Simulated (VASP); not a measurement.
Set up this calculation in VASP 6.6.1, as the native input.

```yaml
Task: single point
Functional: r2SCAN
Potentials_or_basis: VASP PAW PBE potentials, release 64 (Hf_pv, O)
Cutoff: 520 eV
k_mesh: 8 × 8 × 8
Occupations: gaussian, width 0.01 eV
Spin: non-collinear spin, zero start, spin-orbit coupling
Starting_moments: "[[0.0, 0.0, 0.0], [0.0, 0.0, 0.0], [0.0, 0.0, 0.0]] μB"
Dipole_correction: no
Further_INCAR_settings: ALGO = Normal; EDIFF = 1e-06; NBANDS = 35
```

Crystal: HfO2.

```
Hf O
1.0
     0.00000    2.57977    2.51259
     2.57977    0.00000    2.51259
     2.57977    2.57977    0.00000
Hf O
1 2
Direct
  0.00000 0.00000 0.00000
  0.25000 0.25000 0.25000
  0.75000 0.75000 0.75000
```

This cell differs from its parent crystal: epitaxial xy strain +2.0%.

One way to write it, as run:

POSCAR

```
HfO2
1.0
    0.0000000000      2.5797659657      2.5125931651
    2.5797659657      0.0000000000      2.5125931651
    2.5797659657      2.5797659657      0.0000000000
Hf O
1 2
Direct
    0.0000000000      0.0000000000      0.0000000000
    0.2500000000      0.2500000000      0.2500000000
    0.7500000000      0.7500000000      0.7500000000
```

INCAR.step1

```
ALGO     = Normal         # electronic algorithm
EDIFF    = 1E-4           # SCF threshold, eV
ENCUT    = 520            # plane-wave cutoff, eV
GGA      = PE             # functional
GGA_COMPAT= F            
ISMEAR   = 0              # smearing method
LASPH    = T              # aspherical terms in the spheres
LCHARG   = F              # write CHGCAR
LMAXMIX  = 4              # l up to which the mixer works
LREAL    = F              # projectors in reciprocal space
LSORBIT  = T              # spin-orbit coupling
LWAVE    = T              # write WAVECAR
MAGMOM   = 0 0 0 0 0 0 0 0 0 # initial moments
NBANDS   = 35             # bands
NELM     = 150            # most SCF steps
PREC     = Accurate       # precision mode
SIGMA    = 0.01           # smearing width, eV
```

INCAR.step2

```
ALGO     = Normal         # electronic algorithm
EDIFF    = 1E-6           # SCF threshold, eV
ENCUT    = 520            # plane-wave cutoff, eV
GGA_COMPAT= F            
ISIF     = 2              # what is computed and relaxed
ISMEAR   = 0              # smearing method
ISTART   = 1            
LASPH    = T              # aspherical terms in the spheres
LCHARG   = T              # write CHGCAR
LMAXMIX  = 4              # l up to which the mixer works
LMIXTAU  = T            
LORBIT   = 11             # projections on sites
LORBMOM  = T            
LREAL    = F              # projectors in reciprocal space
LSORBIT  = T              # spin-orbit coupling
LVHAR    = T            
LWAVE    = F              # write WAVECAR
MAGMOM   = 0 0 0 0 0 0 0 0 0 # initial moments
METAGGA  = R2SCAN         # meta-GGA
NBANDS   = 35             # bands
NELM     = 150            # most SCF steps
PREC     = Accurate       # precision mode
SIGMA    = 0.01           # smearing width, eV
```

KPOINTS

```
k-points
0
Gamma
  8 8 8
```

Potentials or basis: VASP PAW PBE potentials, release 64 (Hf_pv, O).

Command:

```bash
$ cat potpaw_PBE.64/Hf_pv/POTCAR potpaw_PBE.64/O/POTCAR > POTCAR
$ cp INCAR.step1 INCAR
$ mpirun -np 1 vasp_ncl > vasp.out
$ cp INCAR.step2 INCAR
$ mpirun -np 1 vasp_ncl > vasp.out
```

It gave:

| Item | Value |
| --- | --- |
| Pressure | -11.8 GPa |
| Net moment | 0.00 μB per cell |
| Valence electrons inside the program's atomic spheres | Hf 8.15; O 5.13 |

Caveat: the cell differs from its parent crystal (epitaxial xy strain +2.0%); the PAW data sets were made with another functional, which shifts forces and pressure a little.

Wall time 15 min on 1 thread of Intel(R) Xeon(R) Platinum 8488C (Sapphire Rapids) (shared host), peak memory 0.34 GiB.
